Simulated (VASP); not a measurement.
HfNbTe4, 6 atoms in the cell. The structure is hexagonal, space group P-6m2 (No. 187). Conventional cell: a = 6.306 Å, b = 6.306 Å, c = 4.968 Å, α = 90.00°, β = 90.00°, γ = 120.00°. Hf (site symmetry -6m2) has 3 Nb at 3.64 Å and 15 Te at 3.64 to 4.01 Å and 2 Hf at 4.97 Å within 5.0 Å. Within 4.0 Å of Nb (site symmetry -6m2) lie 9 Te at 3.06 to 3.64 Å and 3 Hf at 3.64 Å. Te (site symmetry -6m2) has 6 Te at 3.09 Å and 3 Nb at 3.64 Å and 3 Hf at 3.64 Å within 4.1 Å. Te (site symmetry mm2) has 2 Nb at 3.06 Å and 6 Te at 3.09 to 3.20 Å and 4 Hf at 4.01 Å within 4.1 Å. The cell was generated, and may not be a known phase.

```yaml
Program: VASP 6.6.1
Task: single point
Functional: PBE
Potentials_or_basis: VASP PAW PBE potentials, release 64 (Hf_pv, Nb_sv, Te)
Cutoff: 500 eV
k_mesh: 3 × 3 × 4
Occupations: gaussian, width 0.1 eV
Spin: no spin polarisation
Dipole_correction: no
Further_INCAR_settings: ALGO = Normal; EDIFF = 1e-06; NBANDS = 32
```

Potentials or basis: VASP PAW PBE potentials, release 64 (Hf_pv, Nb_sv, Te).

The run is started by

```bash
$ cat potpaw_PBE.64/Hf_pv/POTCAR potpaw_PBE.64/Nb_sv/POTCAR potpaw_PBE.64/Te/POTCAR > POTCAR
$ mpirun -np 1 vasp_std > vasp.out
```

Hardware: 1 thread of Intel Xeon 8259CL, with other jobs on the host.

Task: How long does it take, and how much memory?

Result: It took 3 min on 1 thread of Intel Xeon 8259CL, with other jobs on the host, peak memory 0.29 GiB. Counts: scf iterations 16, k points 9.
